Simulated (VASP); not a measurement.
The system is Ba2Os.

```
Os Ba
1.0
     0.00000    4.15764    0.00000
     4.15764    0.00000    0.00000
     2.07882    2.07882   -7.39656
Os Ba
1 2
Direct
  0.00000 0.00000 0.00000
  0.37000 0.37000 0.26000
  0.63000 0.63000 0.74000
```

```yaml
Program: VASP 6.6.1
Task: relaxation of cell and atoms
Functional: PBEsol
Potentials_or_basis: VASP PAW PBE potentials, release 64 (Os_sv_GW, Ba_sv)
Cutoff: 560 eV
k_mesh: 5 × 5 × 5
Occupations: fermi-dirac, width 0.1 eV
Spin: no spin polarisation
```

At the start: pressure -6.4 GPa; volume 42.62 Å³/atom.

Task: How do energy, volume and symmetry change on relaxing?

Result: Over 20 steps the energy falls by 295.6 meV/atom and the volume is 33.51 Å³/atom (-21.4 %); space group I4/mmm (No. 139, to 0.1 Å) before and after.

The path:
```csv
step,energy change (eV),largest force (eV/Å),pressure (GPa),volume (Å³)
1,0.0000,1.1936,-6.40,127.86
2,-0.8546,0.1190,-0.49,98.87
3,-0.8560,0.1964,-0.08,97.96
4,-0.8727,0.0738,-0.03,97.34
5,-0.8802,0.0589,0.03,96.55
6,-0.8802,0.0654,0.03,96.51
7,-0.8809,0.0528,0.08,96.59
8,-0.8823,0.0158,0.23,96.84
9,-0.8830,0.0575,0.54,97.33
10,-0.8831,0.0561,0.54,97.39
11,-0.8835,0.0524,0.51,97.58
12,-0.8842,0.0449,0.45,97.97
13,-0.8853,0.0305,0.35,98.74
14,-0.8862,0.0027,0.16,100.28
15,-0.8862,0.0007,0.15,100.47
16,-0.8864,0.0050,0.11,100.51
17,-0.8866,0.0181,-0.02,100.63
18,-0.8866,0.0202,-0.04,100.65
19,-0.8867,0.0119,-0.01,100.60
20,-0.8867,0.0031,0.01,100.54
```

Final structure:
```yaml
crystal:
  lattice:
    - [0.00000, 3.70305, 0.00000]
    - [3.70305, 0.00000, 0.00000]
    - [1.85152, 1.85152, -7.33209]
  atoms:
    - { symbol: Os, position: [0.00000, 0.00000, 0.00000] }
    - { symbol: Ba, position: [0.37769, 0.37769, 0.24463] }
    - { symbol: Ba, position: [0.62231, 0.62231, 0.75537] }
```

Caveat: the volume moved by over 15 % at a fixed basis, so the end points are rough; the PAW data sets were made with another functional, which shifts forces and pressure a little.
